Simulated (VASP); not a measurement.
Input of a VASP 6.6.1 run:

INCAR

```
  ALGO = Fast
  EDIFF = 1E-6
  ENCUT = 520
  GGA = PS
  ISIF = 2
  ISMEAR = 0
  LASPH = T
  LCHARG = F
  LREAL = F
  LWAVE = F
  NBANDS = 32
  NELM = 80
  PREC = Accurate
  SIGMA = 0.15
```

KPOINTS

```
k-points
0
Gamma
  19 19 7
```

The input POSCAR:

```
TiAl
1.0
    0.0000000000     -3.1564740775      0.0000000000
    0.0000000000      0.0000000000     -3.1564740775
    9.1694222324      0.0000000000      0.0000000000
Ti Al
3 3
Direct
    0.0000000000      0.0000000000      0.2581621475
    0.0000000000      0.0000000000      0.6024012933
    0.0000000000      0.0000000000      0.9466404392
    0.5000000000      0.5000000000      0.0860425745
    0.5000000000      0.5000000000      0.4302817204
    0.5000000000      0.5000000000      0.7745208663
```

Potentials or basis: VASP PAW PBE potentials, release 64 (Ti_sv, Al).

The run is started by

```sh
$ cat potpaw_PBE.64/Ti_sv/POTCAR potpaw_PBE.64/Al/POTCAR > POTCAR
$ mpirun -np 1 vasp_std > vasp.out
```

Task: Predict the band gap on the k mesh.

Result: Zero (an odd number of electrons rules out a gap without spin polarisation).

Task: Estimate the largest force.

Result: 1.407 eV/Å.

Task: What does it give for the pressure?

Result: 5.0 GPa.

Forces on the atoms (eV/Å):
```
Ti   0.264  0.000  0.000
Ti   0.006  0.000  0.000
Ti  -1.407  0.000  0.000
Al   1.141  0.000  0.000
Al  -0.010  0.000  0.000
Al   0.005  0.000  0.000
```

Caveat: the cell differs from its parent crystal (the distance across one plane changed); the cell stands under pressure; the PAW data sets were made with another functional, which shifts forces and pressure a little.
